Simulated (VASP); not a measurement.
# Ni (Fm-3m) in VASP: single point with PBE+U

Aim: the single point of Ni with PBE+U.

Program: VASP 6.6.1. These are calculated values, not measurements. Logs are shortened: lines on timing, memory, paths and dates and some standing lists are left out, and cuts for length are marked.

## Step 1: The cell of the first run

The structure is cubic, space group Fm-3m (No. 225). The conventional cell has a = 3.475 Å, b = 3.475 Å, c = 3.475 Å, α = 90.00°, β = 90.00°, γ = 90.00°. Ni (site symmetry m-3m) has 12 Ni at 2.46 Å within 3.2 Å.

## Step 2: Single point, PBE+U, collinear spin, ferromagnetic start

INCAR reads:

```
SYSTEM = Ni
  PREC = Accurate
  ENCUT = 690
  EDIFF = 1E-6
  ISMEAR = -1
  SIGMA = 0.05
  LREAL = .False.
  LASPH = .True.
  NELM = 200
  ALGO = Normal
  ISIF = 2
  LWAVE = .False.
  LCHARG = .False.
  ISPIN = 2
  MAGMOM = 1
  LORBIT = 11
  LMAXMIX = 4
  LDAU = .True.
  LDAUTYPE = 2
  LDAUL = 2
  LDAUU = 2
  LDAUJ = 0
  LDAUPRINT = 1
  GGA = PE
  NBANDS = 19
  GGA_COMPAT = .False.
```

KPOINTS reads:

```
regular mesh
0
Gamma
  10 10 10
  0 0 0
```

POSCAR reads:

```
Ni
1.0
    0.0000000000      1.7375729330      1.7375729330
    1.7375729330      0.0000000000      1.7375729330
    1.7375729330      1.7375729330      0.0000000000
Ni
1
Direct
    0.0000000000      0.0000000000      0.0000000000
```

Potentials or basis: VASP PAW PBE potentials, release 64 (Ni_sv_GW).

Command:

```
$ cat potpaw_PBE.64/Ni_sv_GW/POTCAR > POTCAR
$ mpirun -np 1 vasp_std > vasp.out
```

OUTCAR:

```text
SYSTEM = Ni
   PREC = Accurate
   ENCUT = 690
   EDIFF = 1E-6
   ISMEAR = -1
   LREAL = .False.
   LASPH = .True.
   NELM = 200
   ISIF = 2
   ISPIN = 2
   LORBIT = 11
   GGA = PE

 ion  position               nearest neighbor table
   1  0.000  0.000  0.000-

  LATTYP: Found a face centered cubic cell.
 ALAT       =     3.4751458660

  Lattice vectors:

 A1 = (   0.0000000000,   1.7375729330,   1.7375729330)
 A2 = (   1.7375729330,   0.0000000000,   1.7375729330)
 A3 = (   1.7375729330,   1.7375729330,   0.0000000000)

Analysis of symmetry for initial positions (statically):
=====================================================================
 Subroutine PRICEL returns:
 Original cell was already a primitive cell.

 Routine SETGRP: Setting up the symmetry group for a
 face centered cubic supercell.

 Subroutine GETGRP returns: Found 48 space group operations
 (whereof 48 operations were pure point group operations)
 out of a pool of 48 trial point group operations.

The static configuration has the point symmetry O_h .

Analysis of symmetry for dynamics (positions and initial velocities):
=====================================================================
 Subroutine PRICEL returns:
 Original cell was already a primitive cell.

 Routine SETGRP: Setting up the symmetry group for a
 face centered cubic supercell.

 Subroutine GETGRP returns: Found 48 space group operations
 (whereof 48 operations were pure point group operations)
 out of a pool of 48 trial point group operations.

The dynamic configuration has the point symmetry O_h .

Analysis of structural, dynamic, and magnetic symmetry:
=====================================================================
 Subroutine PRICEL returns:
 Original cell was already a primitive cell.

 Routine SETGRP: Setting up the symmetry group for a
 face centered cubic supercell.

 Subroutine GETGRP returns: Found 48 space group operations
 (whereof 48 operations were pure point group operations)
 out of a pool of 48 trial point group operations.

The overall configuration has the point symmetry O_h .

 Subroutine INISYM returns: Found 48 space group operations
 (whereof 48 operations are pure point group operations),
 and found     1 'primitive' translations

----------------------------------------------------------------------------------------

                                     Primitive cell

  volume of cell :      10.4920

  direct lattice vectors                    reciprocal lattice vectors
     0.000000000  1.737572933  1.737572933    -0.287757705  0.287757705  0.287757705
     1.737572933  0.000000000  1.737572933     0.287757705 -0.287757705  0.287757705
     1.737572933  1.737572933  0.000000000     0.287757705  0.287757705 -0.287757705

  length of vectors
     2.457299207  2.457299207  2.457299207     0.498410966  0.498410966  0.498410966

  position of ions in fractional coordinates (direct lattice)
     0.000000000  0.000000000  0.000000000

  ion indices of the primitive-cell ions
   primitive index   ion index
                 1           1

----------------------------------------------------------------------------------------

 KPOINTS: regular mesh

Automatic generation of k-mesh.
 Grid dimensions read from file:
 generate k-points for:   10   10   10

 Generating k-lattice:

  Cartesian coordinates                     Fractional coordinates (reciprocal lattice)
    -0.028775771  0.028775771  0.028775771     0.100000000  0.000000000  0.000000000
     0.028775771 -0.028775771  0.028775771     0.000000000  0.100000000  0.000000000
     0.028775771  0.028775771 -0.028775771     0.000000000  0.000000000  0.100000000

  Length of vectors
     0.049841097  0.049841097  0.049841097

  Shift w.r.t. Gamma in fractional coordinates (k-lattice)
     0.000000000  0.000000000  0.000000000

 Subroutine IBZKPT returns following result:
 ===========================================

 Found     47 irreducible k-points:

 Following reciprocal coordinates:
            Coordinates               Weight
  0.000000  0.000000  0.000000      1.000000
  0.100000  0.000000  0.000000      8.000000
  0.200000  0.000000  0.000000      8.000000
  0.300000  0.000000  0.000000      8.000000
  0.400000  0.000000  0.000000      8.000000
  0.500000  0.000000  0.000000      4.000000
[... 16 lines left out ...]
  0.300000  0.300000  0.000000      6.000000
  0.400000  0.300000  0.000000     24.000000
 [... further k-points ...]
   k-points           NKPTS =     47   k-points in BZ     NKDIM =     47   number of bands    NBANDS=     19
   number of dos      NEDOS =    301   number of ions     NIONS =      1
   total plane-waves  NPLWV =  13824
   dimension x,y,z NGX =    24 NGY =   24 NGZ =   24
   dimension x,y,z NGXF=    48 NGYF=   48 NGZF=   48
   ions per type =               1
   NGX,Y,Z   is equivalent  to a cutoff of  16.24, 16.24, 16.24 a.u.
   NGXF,Y,Z  is equivalent  to a cutoff of  32.47, 32.47, 32.47 a.u.
 SYSTEM =  Ni
   PREC   = accura    normal or accurate (medium, high low for compatibility)
   ISTART =      0    job   : 0-new  1-cont  2-samecut
   ICHARG =      2    charge: 1-file 2-atom 10-const
   ISPIN  =      2    spin polarized calculation?
   LNONCOLLINEAR =      F non collinear calculations
   LSORBIT =      F    spin-orbit coupling
   LASPH  =      T    aspherical Exc in radial PAW
   ENCUT  =  690.0 eV  50.71 Ry    7.12 a.u.   5.26  5.26  5.26*2*pi/ulx,y,z
   NELM   =    200;   NELMIN=  2; NELMDL= -5     # of ELM steps
   EDIFF  = 0.1E-05   stopping-criterion for ELM
   LREAL  =      F    real-space projection
   EDIFFG = 0.1E-04   stopping-criterion for IOM
   NSW    =      0    number of steps for IOM
   IBRION =     -1    ionic relax: 0-MD 1-quasi-New 2-CG
   NFREE  =      0    steps in history (QN), initial steepest desc. (CG)
   ISIF   =      2    stress and relaxation
   ISYM   =      2    0-nonsym 1-usesym 2-fastsym
   POTIM  = 0.5000    time-step for ionic-motion
   TEBEG  =    0.0;   TEEND  =   0.0 temperature during run
   PSTRESS=    0.0 pullay stress
   NELECT =      18.0000    total number of electrons
   NUPDOWN=      -1.0000    fix difference up-down
   EMIN   =  10.00;   EMAX   =-10.00  energy-range for DOS
   EFERMI =   0.00;   METHOD = LEGACY
   ISMEAR =    -1;   SIGMA  =   0.05  broadening in eV -4-tet -1-fermi 0-gaus
   EFERMI_NEDOS =   21; number of points for ismear=-14 and -15
   IALGO  =     38    algorithm
   IMIX   =      4    mixing-type and parameters
     AMIX     =   0.40;   BMIX     =  1.00
     AMIX_MAG =   1.60;   BMIX_MAG =  1.00
  volume/ion in A,a.u.               =      10.49        70.80
  Fermi-wavevector in a.u.,A,eV,Ry     =   1.959804  3.703492 52.257684  3.840831
  Thomas-Fermi vector in A             =   2.985109
   LORBIT       =     11    0 simple, 1 ext, 2 COOP (PROOUT), +10 PAW based schemes
 LDA+U is selected, type is set to LDAUTYPE =  2
   angular momentum for each species LDAUL =     2
   U (eV)           for each species LDAUU =   2.0
   J (eV)           for each species LDAUJ =   0.0
   GGA     = PE    functional components
   LHFCALC =     F    Hartree Fock is set to
   AEXX    =    0.0000 exact exchange contribution
   IVDW    =     0    specifies the selected vdW correction
   LEPSILON=     F    determine dielectric tensor
   LRPA    =     F    only Hartree local field effects (RPA)
 spin polarized calculation
  energy-cutoff  :      690.00
  volume of cell :       10.49
 maximum number of plane-waves:       444
 NGX is ok and might be reduce to    24
   NGX = 11   NGY = 11   NGZ = 11

atom =   1  type =  1  l = 2

 onsite density matrix

spin component  1

  0.8653  0.0000 -0.0000  0.0000 -0.0000
  0.0000  0.8653 -0.0000  0.0000 -0.0000
 -0.0000 -0.0000  0.8769 -0.0000  0.0000
  0.0000  0.0000 -0.0000  0.8653  0.0000
 -0.0000 -0.0000  0.0000  0.0000  0.8769

spin component  2

  0.6325 -0.0000  0.0000 -0.0000  0.0000
 -0.0000  0.6325  0.0000 -0.0000  0.0000
  0.0000  0.0000  0.8152  0.0000 -0.0000
 -0.0000 -0.0000  0.0000  0.6325 -0.0000
  0.0000  0.0000 -0.0000 -0.0000  0.8152

 occupancies and eigenvectors

  o =  0.6325  v =  0.0000  0.0000  0.0000  0.0000  0.0000  0.0000  0.6368 -0.0000  0.7710 -0.0000      0.0000  0.0000  0.0000  0.0000  0.0000  0.0000  0.0000  0.0000  0.0000  0.0000
  o =  0.6325  v =  0.0000  0.0000  0.0000  0.0000  0.0000  1.0000  0.0000  0.0000  0.0000  0.0000      0.0000  0.0000  0.0000  0.0000  0.0000  0.0000  0.0000  0.0000  0.0000  0.0000
  o =  0.6325  v =  0.0000  0.0000  0.0000  0.0000  0.0000  0.0000 -0.7710  0.0000  0.6368  0.0000      0.0000  0.0000  0.0000  0.0000  0.0000  0.0000  0.0000  0.0000  0.0000  0.0000
  o =  0.8152  v =  0.0000  0.0000  0.0000  0.0000  0.0000  0.0000  0.0000 -0.0013 -0.0000  1.0000      0.0000  0.0000  0.0000  0.0000  0.0000  0.0000  0.0000  0.0000  0.0000  0.0000
  o =  0.8152  v =  0.0000  0.0000  0.0000  0.0000  0.0000  0.0000 -0.0000 -1.0000 -0.0000 -0.0013      0.0000  0.0000  0.0000  0.0000  0.0000  0.0000  0.0000  0.0000  0.0000  0.0000
  o =  0.8653  v =  1.0000  0.0000  0.0000  0.0000  0.0000  0.0000  0.0000  0.0000  0.0000  0.0000      0.0000  0.0000  0.0000  0.0000  0.0000  0.0000  0.0000  0.0000  0.0000  0.0000
  o =  0.8653  v =  0.0000  0.3988  0.0000 -0.9170  0.0000  0.0000  0.0000  0.0000  0.0000  0.0000      0.0000  0.0000  0.0000  0.0000  0.0000  0.0000  0.0000  0.0000  0.0000  0.0000
  o =  0.8653  v =  0.0000  0.9170 -0.0000  0.3988  0.0000  0.0000  0.0000  0.0000  0.0000  0.0000      0.0000  0.0000  0.0000  0.0000  0.0000  0.0000  0.0000  0.0000  0.0000  0.0000
  o =  0.8769  v =  0.0000  0.0000  0.1525  0.0000 -0.9883  0.0000  0.0000  0.0000  0.0000  0.0000      0.0000  0.0000  0.0000  0.0000  0.0000  0.0000  0.0000  0.0000  0.0000  0.0000
  o =  0.8769  v =  0.0000 -0.0000  0.9883  0.0000  0.1525  0.0000  0.0000  0.0000  0.0000  0.0000      0.0000  0.0000  0.0000  0.0000  0.0000  0.0000  0.0000  0.0000  0.0000  0.0000

 number of electron      17.9999993 magnetization       0.7339778

 Free energy of the ion-electron system (eV)
  ---------------------------------------------------
  ext. energy  EPLUGINS =         0.00000000
  ---------------------------------------------------
  free energy    TOTEN  =        -4.83055357 eV

  energy without entropy =       -4.82055667  energy(sigma->0) =       -4.82555512

 E-fermi :   8.2990     XC(G=0): -14.0812

 val. band max:        8.2775225162   @ k =   0.4000   0.0000   0.0000
 cond. band min:       8.3138883084   @ k =   0.4000   0.1000   0.0000
 fundamental gap:      0.0363657921
 Fermi energy:         8.2989805417

 spin component 1

 k-point     1 :       0.0000    0.0000    0.0000
  band No.  band energies     occupation
      1     -95.2139      1.00000
      2     -55.4618      1.00000
      3     -55.4618      1.00000
      4     -55.4618      1.00000
      5      -1.0187      1.00000
      6       5.2106      1.00000
[... 11 lines left out ...]
     18      42.4048      0.00000
     19      49.2048      0.00000

 k-point     2 :       0.1000    0.0000    0.0000
  band No.  band energies     occupation
      1     -95.2108      1.00000
      2     -55.4866      1.00000
      3     -55.4656      1.00000
      4     -55.4656      1.00000
      5      -0.6192      1.00000
      6       5.1136      1.00000
[... 476 lines left out ...]
 k-point    24 :       0.4000    0.3000    0.0000
  band No.  band energies     occupation
      1     -95.1726      1.00000
      2     -55.6545      1.00000
      3     -55.5423      1.00000
      4     -55.5349      1.00000
      5       3.1592      1.00000
      6       3.8094      1.00000
[... 11 lines left out ...]
     18      54.5193      0.00000
     19      55.6410      0.00000

 [... further k-points ...]

 spin component 2

 k-point     1 :       0.0000    0.0000    0.0000
  band No.  band energies     occupation
      1     -94.2026      1.00000
      2     -54.4737      1.00000
      3     -54.4737      1.00000
      4     -54.4737      1.00000
      5      -1.1039      1.00000
      6       6.6053      1.00000
[... 11 lines left out ...]
     18      42.2235      0.00000
     19      49.4130      0.00000

 k-point     2 :       0.1000    0.0000    0.0000
  band No.  band energies     occupation
      1     -94.1993      1.00000
      2     -54.4996      1.00000
      3     -54.4776      1.00000
      4     -54.4776      1.00000
      5      -0.7030      1.00000
      6       6.4838      1.00000
[... 476 lines left out ...]
 k-point    24 :       0.4000    0.3000    0.0000
  band No.  band energies     occupation
      1     -94.1597      1.00000
      2     -54.6748      1.00000
      3     -54.5575      1.00000
      4     -54.5497      1.00000
      5       3.4420      1.00000
      6       4.9980      1.00000
[... 11 lines left out ...]
     18      54.5394      0.00000
     19      55.5834      0.00000

 [... further k-points ...]

------------------------ aborting loop because EDIFF is reached ----------------------------------------

  FORCE on cell =-STRESS in cart. coord.  units (eV):
  Direction    XX          YY          ZZ          XY          YZ          ZX
  --------------------------------------------------------------------------------------
  -------------------------------------------------------------------------------------
  Total        0.4613661      0.4613661      0.4613661     -0.0000000      0.0000000      0.0000000
  in kB       70.4526216     70.4526216     70.4526216     -0.0000000      0.0000000      0.0000000
  external PRESSURE =      70.4526216 kB  Pullay stress =       0.0000000 kB

 VOLUME and BASIS-vectors are now :
 -----------------------------------------------------------------------------
  energy-cutoff  :      690.00
  volume of cell :       10.49
      direct lattice vectors                 reciprocal lattice vectors
     0.000000000  1.737572933  1.737572933    -0.287757705  0.287757705  0.287757705
     1.737572933  0.000000000  1.737572933     0.287757705 -0.287757705  0.287757705
     1.737572933  1.737572933  0.000000000     0.287757705  0.287757705 -0.287757705

 POSITION                                       TOTAL-FORCE (eV/Angst)
 -----------------------------------------------------------------------------------
      0.00000      0.00000      0.00000         0.000000     -0.000000     -0.000000
 -----------------------------------------------------------------------------------
    total drift:                               -0.000000      0.000000     -0.000000

  FREE ENERGIE OF THE ION-ELECTRON SYSTEM (eV)
  ---------------------------------------------------
  free  energy   TOTEN  =        -4.8305535728 eV

  energy  without entropy=       -4.8205566684  energy(sigma->0) =       -4.82555512

 total charge

# of ion       s       p       d       f       tot
--------------------------------------------------
    1        2.245   6.303   7.846   0.005  16.400

 magnetization (x)

# of ion       s       p       d       f       tot
--------------------------------------------------
    1       -0.002  -0.024   0.821  -0.000   0.794
```

It took 44 s on 1 thread of AMD EPYC 7R43 (Zen 3), shared host; peak memory 0.13 GiB.

What came out:

| Quantity | Value |
| --- | --- |
| Free energy | -4.8306 eV |
| Pressure | 7.0 GPa |
| Net moment | 0.73 μB per cell |
| Site moments | Ni +0.79 μB |
| Valence electrons inside the program's atomic spheres | Ni 16.40 |

Eigenvalues of the final occupation matrices:
| site | spin | trace | eigenvalues |
| --- | --- | --- | --- |
| site 1 d | 1 | 4.35 | 0.87 0.87 0.87 0.88 0.88 |
| site 1 d | 2 | 3.53 | 0.63 0.63 0.63 0.82 0.82 |

Caveat: the cell stands under pressure; the U is typed as a test and isn't derived for this compound. The state reached can hang on the start; a lower one may exist.
